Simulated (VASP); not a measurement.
Runs of VASP 6.6.1 on NiS. The structure is hexagonal, space group P6_3/mmc (No. 194). The conventional cell has a = 3.425 Å, b = 3.425 Å, c = 5.340 Å, α = 90.00°, β = 90.00°, γ = 120.00°. Within 3.2 Å of Ni (site symmetry -3m) lie 6 S at 2.39 Å and 2 Ni at 2.67 Å. S (site symmetry -6m2) has 6 Ni at 2.39 Å and 12 S at 3.32 to 3.42 Å within 3.5 Å. 

| spin | fixed moment (μB) | pressure (GPa) | moment (μB) |
| --- | --- | --- | --- |
| collinear, zero start | 0.0 | -12.3 | 0.00 |
| collinear, ferromagnetic start | 3.6 | -4.7 | 3.60 |
| collinear, ferromagnetic start | 2.7 | (a) | 2.70 |
| collinear, ferromagnetic start | 0.9 | (b) | 0.90 |
| collinear, ferromagnetic start | 1.8 | -10.5 | 1.80 |

Alike in all rows: task single point; level LDA; potentials or basis VASP PAW LDA potentials, release 64 (Ni, S); cell as given; k mesh 9 × 9 × 5; cutoff (eV) 520; smearing fermi-dirac 0.1 eV.

Q: Estimate the missing entries.

A: (a) -8.1; (b) -11.8.

Caveats: the total moment is fixed, so each spin has its own Fermi level and the state may be an excited one (at least some runs); the cell stands under tension (at least some runs); the stress differs along the axes, from -16 to -11 GPa (at least some runs); the total moment is fixed, so each spin has its own Fermi level (at least some runs); the stress differs along the axes, from -15 to -10 GPa (at least some runs).
